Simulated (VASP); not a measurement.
A run of VASP 6.6.1 is set up as follows.

INCAR

```
PREC = Accurate ; ENCUT = 520
EDIFF = 1E-6 ; ISMEAR = 0
SIGMA = 0.05 ; LREAL = F
LASPH = T ; NELM = 80
ALGO = Normal ; ISIF = 2
LWAVE = F ; LCHARG = F
LDIPOL = T ; IDIPOL = 3
DIPOL = 0.5 0.5 0.500 ; GGA = PS
NBANDS = 27
```

The input KPOINTS:

```
Automatic mesh
0
Gamma
  9 9 1
```

File POSCAR:

```
WSe4
1.0
    3.2702526709      0.0000000000      0.0000000000
   -1.6351263355      2.8321218898      0.0000000000
    0.0000000000      0.0000000000     44.9768856250
Se W
4 1
Direct
    0.3333333333      0.6666666667      0.1667523195
    0.3333333333      0.6666666667      0.4628081394
    0.3333333333      0.6666666667      0.5371918606
    0.3333333333      0.6666666667      0.8332476805
    0.0000000000      0.0000000000      0.5000000000
```

Potentials or basis: VASP PAW PBE potentials, release 64 (Se, W_sv).

Run with:

```sh
$ cat potpaw_PBE.64/Se/POTCAR potpaw_PBE.64/W_sv/POTCAR > POTCAR
$ mpirun -np 1 vasp_std > vasp.out
```

Q: Estimate the largest force.

A: 0.072 eV/Å.

Q: Predict the band gap on the k mesh.

A: Zero (band 19 reaches -1.07 eV, above the bottom of band 20 at -3.65 eV).

Forces on the atoms (eV/Å):
```
Se   0.000  0.000  0.001
Se   0.000  0.000 -0.072
Se   0.000  0.000  0.072
Se   0.000  0.000 -0.001
W    0.000  0.000  0.000
```

Caveat: the PAW data sets were made with another functional, which shifts forces and pressure a little; spin-orbit coupling is left out, which moves the levels of the heavy elements.
